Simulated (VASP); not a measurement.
# GaAs (F-43m) in VASP: a series of runs, part 2 of 2

VASP 6.6.1. The steps go on from the part before.

### Step 3. Single point, PBEsol-based screened hybrid with 25 % exact exchange

This run uses another cell than the first one, of 22.14 Å³/atom.

Input file POSCAR:

```
GaAs
1.0
    0.0000000000      2.8078772807      2.8078772807
    2.8078772807      0.0000000000      2.8078772807
    2.8078772807      2.8078772807      0.0000000000
As Ga
1 1
Direct
    0.7500000000      0.7500000000      0.7500000000
    0.0000000000      0.0000000000      0.0000000000
```

Input file INCAR.step1:

```
SYSTEM = GaAs
PREC = Accurate ; ENCUT = 520
EDIFF = 1E-5 ; ISMEAR = -1
SIGMA = 0.05 ; LREAL = .False.
LASPH = .True. ; NELM = 100
ALGO = Normal ; ISIF = 2
LWAVE = .True. ; LCHARG = .False.
GGA = PE ; NBANDS = 16
```

Input file INCAR.step2:

```
SYSTEM = GaAs
PREC = Accurate ; ENCUT = 520
EDIFF = 1E-6 ; ISMEAR = -1
SIGMA = 0.05 ; LREAL = .False.
LASPH = .True. ; NELM = 100
ALGO = Normal ; ISIF = 2
LWAVE = .False. ; LCHARG = .False.
GGA = PS ; LHFCALC = .True.
AEXX = 0.25 ; HFSCREEN = 0.207
PRECFOCK = Normal ; ISTART = 1
NBANDS = 16
```

Input file KPOINTS:

```
Automatic mesh
0
Gamma
  4 4 4
  0 0 0
```

Potentials or basis: VASP PAW PBE potentials, release 64 (As, Ga_d).

The run is started by

```bash
$ cat potpaw_PBE.64/As/POTCAR potpaw_PBE.64/Ga_d/POTCAR > POTCAR
$ cp INCAR.step1 INCAR
$ mpirun -np 1 vasp_std > vasp.out
$ cp INCAR.step2 INCAR
$ mpirun -np 1 vasp_std > vasp.out
```

OUTCAR:

```text
SYSTEM = GaAs
   PREC = Accurate
   ENCUT = 520
   EDIFF = 1E-6
   ISMEAR = -1
   LREAL = .False.
   LASPH = .True.
   NELM = 100
   ISIF = 2
   GGA = PS
   LHFCALC = .True.
   AEXX = 0.25
   HFSCREEN = 0.207
   PRECFOCK = Normal
   ISTART = 1

 ion  position               nearest neighbor table
   1  0.750  0.750  0.750-   2 2.43   2 2.43   2 2.43   2 2.43
   2  0.000  0.000  0.000-   1 2.43   1 2.43   1 2.43   1 2.43

  LATTYP: Found a face centered cubic cell.
 ALAT       =     5.6157545614

  Lattice vectors:

 A1 = (   0.0000000000,   2.8078772807,   2.8078772807)
 A2 = (   2.8078772807,   0.0000000000,   2.8078772807)
 A3 = (   2.8078772807,   2.8078772807,   0.0000000000)

Analysis of symmetry for initial positions (statically):
=====================================================================
 Subroutine PRICEL returns:
 Original cell was already a primitive cell.

 Routine SETGRP: Setting up the symmetry group for a
 face centered cubic supercell.

 Subroutine GETGRP returns: Found 24 space group operations
[... 152 lines left out ...]
  free energy    TOTEN  =       -10.26538422 eV

  energy without entropy =      -10.26538420  energy(sigma->0) =      -10.26538421

 E-fermi :   4.4207     XC(G=0):  -8.1484

 val. band max:        3.6200506065   @ k =   0.0000   0.0000   0.0000
 cond. band min:       5.1677147130   @ k =   0.0000   0.0000   0.0000
 fundamental gap:      1.5476641064
 Fermi energy:         4.4207359619

 k-point     1 :       0.0000    0.0000    0.0000
  band No.  band energies     occupation
      1     -13.7709      2.00000
      2     -13.7709      2.00000
      3     -13.7709      2.00000
      4     -13.6851      2.00000
      5     -13.6851      2.00000
      6     -10.5061      2.00000
[... 129 lines left out ...]
      3     -13.7264      2.00000
      4     -13.6966      2.00000
      5     -13.6815      2.00000
      6      -7.5868      2.00000
[... 8 lines left out ...]
     15      17.2027      0.00000
     16      18.2043      0.00000

------------------------ aborting loop because EDIFF is reached ----------------------------------------

  FORCE on cell =-STRESS in cart. coord.  units (eV):
  Direction    XX          YY          ZZ          XY          YZ          ZX
  --------------------------------------------------------------------------------------
  -------------------------------------------------------------------------------------
  Total        0.1979792      0.1979792      0.1979792     -0.0000000      0.0000000     -0.0000000
  in kB        7.1641696      7.1641696      7.1641696     -0.0000000      0.0000000     -0.0000000
  external PRESSURE =       7.1641696 kB  Pullay stress =       0.0000000 kB

 VOLUME and BASIS-vectors are now :
 -----------------------------------------------------------------------------
  energy-cutoff  :      520.00
  volume of cell :       44.28
      direct lattice vectors                 reciprocal lattice vectors
     0.000000000  2.807877281  2.807877281    -0.178070460  0.178070460  0.178070460
     2.807877281  0.000000000  2.807877281     0.178070460 -0.178070460  0.178070460
     2.807877281  2.807877281  0.000000000     0.178070460  0.178070460 -0.178070460

 POSITION                                       TOTAL-FORCE (eV/Angst)
 -----------------------------------------------------------------------------------
      4.21182      4.21182      4.21182        -0.000000     -0.000000     -0.000000
      0.00000      0.00000      0.00000         0.000000      0.000000      0.000000
 -----------------------------------------------------------------------------------
    total drift:                                0.000064      0.000063      0.000049

  FREE ENERGIE OF THE ION-ELECTRON SYSTEM (eV)
  ---------------------------------------------------
  free  energy   TOTEN  =       -10.2653842186 eV

  energy  without entropy=      -10.2653842013  energy(sigma->0) =      -10.26538421
```

OUTCAR.step1:

```text
SYSTEM = GaAs
   PREC = Accurate
   ENCUT = 520
   EDIFF = 1E-5
   ISMEAR = -1
   LREAL = .False.
[... 355 lines left out ...]
      4.21182      4.21182      4.21182         0.000000      0.000000     -0.000000
      0.00000      0.00000      0.00000        -0.000000     -0.000000      0.000000
 -----------------------------------------------------------------------------------
    total drift:                               -0.000001     -0.000001     -0.000002

  FREE ENERGIE OF THE ION-ELECTRON SYSTEM (eV)
  ---------------------------------------------------
  free  energy   TOTEN  =        -8.0475155112 eV

  energy  without entropy=       -8.0474611879  energy(sigma->0) =       -8.04748835
```

Wall time 12 min (1 thread of AMD EPYC 7R43 (Zen 3), shared host); peak memory 0.24 GiB.

Results:

```yaml
Free_energy: -10.2654 eV
Pressure: 0.7 GPa
Band_gap_on_the_k_mesh: 1.55 eV
```

Caveat: the k points lie up to 0.48 Å⁻¹ apart; the PAW data sets were made with another functional, which shifts forces and pressure a little. A k mesh can miss the band edges.

### Step 4. Single point, PBEsol-based screened hybrid with 25 % exact exchange

This run uses another cell than the first one, of 22.59 Å³/atom.

Input file POSCAR:

```
GaAs
1.0
    0.0000000000      2.8268500000      2.8268500000
    2.8268500000      0.0000000000      2.8268500000
    2.8268500000      2.8268500000      0.0000000000
As Ga
1 1
Direct
    0.7500000000      0.7500000000      0.7500000000
    0.0000000000      0.0000000000      0.0000000000
```

Input file INCAR.step1:

```
SYSTEM = GaAs
PREC     = Accurate       ! precision mode
ENCUT    = 520            ! plane-wave cutoff, eV
EDIFF    = 1E-5           ! SCF threshold, eV
ISMEAR   = -1             ! smearing method
SIGMA    = 0.05           ! smearing width, eV
LREAL    = .FALSE.        ! projectors in reciprocal space
LASPH    = .TRUE.         ! aspherical terms in the spheres
NELM     = 60             ! most SCF steps
ALGO     = Normal         ! electronic algorithm
ISIF     = 2              ! what is computed and relaxed
LWAVE    = .TRUE.         ! write WAVECAR
LCHARG   = .FALSE.        ! write CHGCAR
GGA      = PE             ! functional
NBANDS   = 16             ! bands
```

Input file INCAR.step2:

```
SYSTEM = GaAs
PREC     = Accurate       ! precision mode
ENCUT    = 520            ! plane-wave cutoff, eV
EDIFF    = 1E-6           ! SCF threshold, eV
ISMEAR   = -1             ! smearing method
SIGMA    = 0.05           ! smearing width, eV
LREAL    = .FALSE.        ! projectors in reciprocal space
LASPH    = .TRUE.         ! aspherical terms in the spheres
NELM     = 60             ! most SCF steps
ALGO     = Normal         ! electronic algorithm
ISIF     = 2              ! what is computed and relaxed
LWAVE    = .FALSE.        ! write WAVECAR
LCHARG   = .FALSE.        ! write CHGCAR
GGA      = PS             ! functional
LHFCALC  = .TRUE.         ! exact exchange
AEXX     = 0.25           ! exact-exchange fraction
HFSCREEN = 0.207          ! screening, 1/A
PRECFOCK = Normal       
ISTART   = 1            
NBANDS   = 16             ! bands
```

Input file KPOINTS:

```
regular mesh
0
G
  4 4 4
  0 0 0
```

The run is started by

```bash
$ cat potpaw_PBE.64/As/POTCAR potpaw_PBE.64/Ga_d/POTCAR > POTCAR
$ cp INCAR.step1 INCAR
$ mpirun -np 1 vasp_std > vasp.out
$ cp INCAR.step2 INCAR
$ mpirun -np 1 vasp_std > vasp.out
```

It took 11 min on 1 thread of AMD EPYC 7R43 (Zen 3), shared host; peak memory 0.23 GiB.

It converged, with:

```
Free energy            : -10.2648 eV
Pressure               : -0.9 GPa
Band gap on the k mesh : 1.37 eV
```

Levels at points of the mesh, in eV from the valence-band top:
| k point | band 7 | band 8 | band 9 | band 10 | band 11 | band 12 |
| --- | --- | --- | --- | --- | --- | --- |
| (0.00, 0.00, 0.00) | 0.00 | 0.00 | 0.00 | 1.37 | 4.51 | 4.51 |
| (0.50, 0.00, 0.00) | -7.23 | -1.23 | -1.23 | 1.72 | 5.43 | 5.43 |
| (0.50, 0.50, 0.00) | -7.41 | -2.91 | -2.91 | 2.00 | 2.28 | 11.48 |

Caveat: the k points lie up to 0.48 Å⁻¹ apart; the PAW data sets were made with another functional, which shifts forces and pressure a little. A k mesh can miss the band edges.

### Step 5. Single point, PBEsol-based screened hybrid with 25 % exact exchange

This run uses another cell than the first one, of 23.94 Å³/atom.

Input file POSCAR:

```
GaAs
1.0
    0.0000000000      2.8822925071      2.8822925071
    2.8822925071      0.0000000000      2.8822925071
    2.8822925071      2.8822925071      0.0000000000
As Ga
1 1
Direct
    0.7500000000      0.7500000000      0.7500000000
    0.0000000000      0.0000000000      0.0000000000
```

Input file INCAR.step1:

```
PREC     = Accurate       # precision mode
ENCUT    = 520            # plane-wave cutoff, eV
EDIFF    = 1E-5           # SCF threshold, eV
ISMEAR   = -1             # smearing method
SIGMA    = 0.05           # smearing width, eV
LREAL    = F              # projectors in reciprocal space
LASPH    = T              # aspherical terms in the spheres
NELM     = 100            # most SCF steps
ALGO     = Normal         # electronic algorithm
ISIF     = 2              # what is computed and relaxed
LWAVE    = T              # write WAVECAR
GGA      = PE             # functional
NBANDS   = 16             # bands
```

Input file INCAR.step2:

```
PREC     = Accurate       # precision mode
ENCUT    = 520            # plane-wave cutoff, eV
EDIFF    = 1E-7           # SCF threshold, eV
ISMEAR   = -1             # smearing method
SIGMA    = 0.05           # smearing width, eV
LREAL    = F              # projectors in reciprocal space
LASPH    = T              # aspherical terms in the spheres
NELM     = 100            # most SCF steps
ALGO     = Normal         # electronic algorithm
ISIF     = 2              # what is computed and relaxed
LWAVE    = F              # write WAVECAR
LCHARG   = T              # write CHGCAR
GGA      = PS             # functional
LHFCALC  = T              # exact exchange
AEXX     = 0.25           # exact-exchange fraction
HFSCREEN = 0.207          # screening, 1/A
PRECFOCK = Normal       
LELF     = T              # ELF
LVHAR    = T            
ISTART   = 1            
NBANDS   = 16             # bands
```

Input file KPOINTS:

```
Automatic mesh
0
Gamma
  4 4 4
```

The run is started by

```bash
$ cat potpaw_PBE.64/As/POTCAR potpaw_PBE.64/Ga_d/POTCAR > POTCAR
$ cp INCAR.step1 INCAR
$ mpirun -np 1 vasp_std > vasp.out
$ cp INCAR.step2 INCAR
$ mpirun -np 1 vasp_std > vasp.out
```

It took 12 min on 1 thread of AMD EPYC 7R43 (Zen 3), shared host; peak memory 0.24 GiB.

It converged, with:

| Item | Value |
| --- | --- |
| Free energy | -10.2159 eV |
| Pressure | -4.7 GPa |
| Band gap on the k mesh | 0.88 eV |

Levels at points of the mesh, in eV from the valence-band top:
```csv
k point,band 5,band 6,band 7,band 8,band 9,band 10,band 11,band 12,band 13,band 14
"(0.00, 0.00, 0.00)",-17.24,-13.54,0.00,0.00,0.00,0.88,4.48,4.48,4.48,8.21
"(0.50, 0.00, 0.00)",-17.23,-11.79,-6.91,-1.14,-1.14,1.53,5.39,5.39,8.45,11.03
"(0.50, 0.50, 0.00)",-17.23,-11.04,-7.13,-2.70,-2.70,2.09,2.30,10.98,10.98,11.61
```

Caveat: the k points lie up to 0.47 Å⁻¹ apart; the PAW data sets were made with another functional, which shifts forces and pressure a little.

### Step 6. The runs side by side

| cell | gap on the mesh (eV) | pressure (GPa) |
| --- | --- | --- |
| a = 3.944 Å, angles 60.0°, 2 atoms | 1.73 | 2.5 |
| a = 3.971 Å, angles 60.0°, 2 atoms | 1.55 | 0.7 |
| a = 3.998 Å, angles 60.0°, 2 atoms | 1.37 | -0.9 |
| a = 4.076 Å, angles 60.0°, 2 atoms | 0.88 | -4.7 |

Alike in all rows: task single point; level PBEsol-based screened hybrid with 25 % exact exchange; potentials or basis VASP PAW PBE potentials, release 64 (As, Ga_d); no spin polarisation; k mesh 4 × 4 × 4; cutoff (eV) 520; smearing fermi-dirac 0.05 eV.

Caveats: all runs use coarse meshes; the PAW data sets were made with another functional, which shifts forces and pressure a little.

Absolute energies hang on the potentials; compare differences alone.
